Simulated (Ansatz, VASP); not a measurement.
## Two plane-wave programs on BeBr3F4

```
Be Br F
1.0
     6.45362    0.00000   -0.28786
     0.00000    3.01728    0.00000
    -1.09081    0.00000    9.66728
Be Br F
1 3 4
Direct
  0.46850 0.50000 0.84906
  0.94184 0.50000 0.75135
  0.43564 0.00000 0.34387
  0.08571 0.00000 0.17926
  0.63366 0.50000 0.74380
  0.25165 0.50000 0.74790
  0.48843 0.00000 0.91843
  0.69457 0.00000 0.46632
```

Change from the starting cell: species swapped into the Fe3NiP4 type (Pm, No. 6).

Alike in both runs: functional PBE; k mesh 6 × 10 × 4; occupations gaussian, width 0.1 eV; no spin polarisation.

Ansatz relaxed the structure, and its values are those at the end. VASP's run is a single point on that final structure, the one shown.

|  | VASP | Ansatz |
| --- | --- | --- |
| version | VASP 6.6.1 | Ansatz 0.2.0 |
| potentials or method | VASP PAW PBE potentials, release 64 (Be, Br, F), cutoff 520 eV | scalar-relativistic, plane waves, PAW |
| valence electrons in the cell | 51 | 51 |

```csv
,VASP,Ansatz,Ansatz less VASP
gap on the k mesh at the Fermi level (eV),none,none,-
pressure (GPa),0.0,0.0,+0.02
rms of the force components (eV/Å),0.023,0.002,-0.0210
```

A gap of «none» marks a metal or a gap that the smearing closes. The functional is the same, so the differences come from potentials, cutoffs and numerics.
